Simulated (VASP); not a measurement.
Write the native input for VASP 6.6.1 that does the following.

```
Task                   : single point
Functional             : r2SCAN
Potentials or basis    : VASP PAW PBE potentials, release 64 (W_sv)
Cutoff                 : 520 eV
k mesh                 : 7 × 4 × 4
Occupations            : gaussian, width 0.1 eV
Spin                   : no spin polarisation
Dipole correction      : no
Further INCAR settings : ALGO = Normal; EDIFF = 1e-06; NBANDS = 36
```

The system is W.

```
W
1.0
     2.80966    0.00000    0.00000
     0.00000    4.86387    0.00000
     0.00000    0.00000    4.92370
W
4
Direct
  0.80404 0.92913 0.75151
  0.21170 0.43819 0.76138
  0.21701 0.05754 0.24791
  0.81267 0.56135 0.25130
```

The input as run:

POSCAR

```
W
1.0
    2.8096620000      0.0000000000      0.0000000000
    0.0000000000      4.8638700000      0.0000000000
    0.0000000000      0.0000000000      4.9236950000
W
4
Direct
    0.8040380000      0.9291260000      0.7515080000
    0.2116970000      0.4381940000      0.7613770000
    0.2170050000      0.0575400000      0.2479060000
    0.8126700000      0.5613540000      0.2512970000
```

INCAR.step1

```
PREC = Accurate ; ENCUT = 520
ISMEAR = 0 ; SIGMA = 0.1
LREAL = F ; LASPH = T
NELM = 80 ; NBANDS = 36
GGA = PE ; ALGO = Normal
EDIFF = 1E-4 ; LWAVE = T
LCHARG = F
```

INCAR.step2

```
PREC = Accurate ; ENCUT = 520
EDIFF = 1E-6 ; ISMEAR = 0
SIGMA = 0.1 ; LREAL = F
LASPH = T ; NELM = 80
ALGO = Normal ; ISIF = 2
LWAVE = F ; LCHARG = F
METAGGA = R2SCAN ; LMIXTAU = T
NBANDS = 36 ; ISTART = 1
```

KPOINTS

```
Automatic mesh
0
Gamma
  7 4 4
```

Potentials or basis: VASP PAW PBE potentials, release 64 (W_sv).

The run is started by

```console
$ cat potpaw_PBE.64/W_sv/POTCAR > POTCAR
$ cp INCAR.step1 INCAR
$ mpirun -np 1 vasp_std > vasp.out
$ cp INCAR.step2 INCAR
$ mpirun -np 1 vasp_std > vasp.out
```

It gave:

```yaml
Pressure: -5.2 GPa
Largest_force: 0.825 eV/Å
Band_gap_on_the_k_mesh: zero (bands 28 and 29 overlap by 0.91 eV)
```

Caveat: the cell stands under tension; the PAW data sets were made with another functional, which shifts forces and pressure a little; spin-orbit coupling is left out, which moves the levels of the heavy elements.

Wall time 2.4 min on 1 thread of Intel(R) Xeon(R) 6975P-C (Granite Rapids) (shared host), peak memory 0.25 GiB.
